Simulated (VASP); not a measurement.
## Ni: single point with PBE

The system is Ni.

```
CELL_PARAMETERS angstrom
2.47733 0.00000 0.00000
-1.23867 2.14543 0.00000
0.00000 0.00000 4.08979
ATOMIC_POSITIONS crystal
Ni 0.33333 0.66667 0.25000
Ni 0.66667 0.33333 0.75000
```

This isn't the form of Ni at room conditions, which is fcc.

```
Program                : VASP 6.6.1
Task                   : single point
Functional             : PBE
Potentials or basis    : VASP PAW PBE potentials, release 64 (Ni)
Cutoff                 : 520 eV
k mesh                 : 17 × 17 × 10
Occupations            : fermi-dirac, width 0.05 eV
Spin                   : no spin polarisation
Dipole correction      : no
Further INCAR settings : ALGO = Normal; EDIFF = 1e-06; NBANDS = 17
```

| Quantity | Value |
| --- | --- |
| Pressure | 0.0 GPa |
| Band gap on the k mesh | zero (bands 10 and 11 overlap by 0.54 eV) |

Stress tensor (GPa, compression positive):
```
 0.08  0.00  0.00
 0.00  0.08  0.00
 0.00  0.00 -0.04
```

Levels at points of the mesh, in eV from the Fermi level:
| k point | band 8 | band 9 | band 10 | band 11 | band 12 | band 13 |
| --- | --- | --- | --- | --- | --- | --- |
| (0.00, 0.00, 0.00) | -1.08 | -1.08 | -0.25 | -0.14 | -0.14 | 5.92 |
| (0.00, 0.00, 0.50) | -1.83 | -0.43 | -0.43 | -0.43 | -0.43 | 14.40 |

It took 81 s on 1 thread of Intel Xeon 8259CL, on a shared host, peak memory 0.17 GiB.

Caveat: the run has no spin polarisation, though such a crystal can be magnetic. Spin polarisation is off, so any magnetic state and its effect on volume and gap are missing.
